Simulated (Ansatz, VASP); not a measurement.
# Nb: VASP beside Ansatz

Contents of INCAR:

```
ALGO     = Fast           # electronic algorithm
EDIFF    = 1E-6           # SCF threshold, eV
ENCUT    = 520            # plane-wave cutoff, eV
GGA      = PS             # functional
ISIF     = 2              # what is computed and relaxed
ISMEAR   = 0              # smearing method
LASPH    = True           # aspherical terms in the spheres
LCHARG   = False          # write CHGCAR
LREAL    = False          # projectors in reciprocal space
LWAVE    = False          # write WAVECAR
NBANDS   = 12             # bands
NELM     = 80             # most SCF steps
PREC     = Accurate       # precision mode
SIGMA    = 0.15           # smearing width, eV
```

KPOINTS

```
k-points
0
Gamma
  20 20 20
```

POSCAR

```
Nb
1.0
    0.0000000000      2.1150000000      2.2842000000
    2.1150000000      0.0000000000      2.2842000000
    2.1150000000      2.1150000000      0.0000000000
Nb
1
Direct
    0.0000000000      0.0000000000      0.0000000000
```

Input for Ansatz:

```yaml
crystal:
  lattice:
    - [0.0, 2.115, 2.2842]
    - [2.115, 0.0, 2.2842]
    - [2.115, 2.115, 0.0]
  atoms:
    - { symbol: Nb, position: [0.0, 0.0, 0.0] }
basis:
  ecutwfc: 420
kpoints:
  mp_grid: { grid: [20, 20, 20] }
hamiltonian:
  xc: pbesol
scf:
  occupations: { method: gaussian, width: 0.15 }
output:
  forces: true
  stress: true
  eigenvalues: true
```

Change from the starting cell: strain +0.000 along x and y, +0.080 along z, atoms carried along.

Alike in both runs: task single point; functional PBEsol; k mesh 20 × 20 × 20; occupations gaussian, width 0.15 eV; no spin polarisation.

|  | VASP | Ansatz |
| --- | --- | --- |
| version | VASP 6.6.1 | Ansatz 0.2.0 |
| potentials or method | VASP PAW PBE potentials, release 64 (Nb_sv), cutoff 520 eV | scalar-relativistic, plane waves, PAW |
| valence electrons in the cell | 13 | 13 |

Ansatz gave:

* gap on the k mesh at the Fermi level (eV): none
* pressure (GPa): -17.5
* traceless stress, the component that is largest in VASP (GPa): 7.14

Task: What did VASP give for the same quantities?

Result: gap on the k mesh at the Fermi level (eV): none; pressure (GPa): -17.7; traceless stress, the component that is largest in VASP (GPa): 7.09.

VASP's potentials were made for PBE, not for PBEsol. A gap of «none» marks a metal or a gap that the smearing closes. With one functional, cell and mesh, what is left measures potentials, basis and numerics.
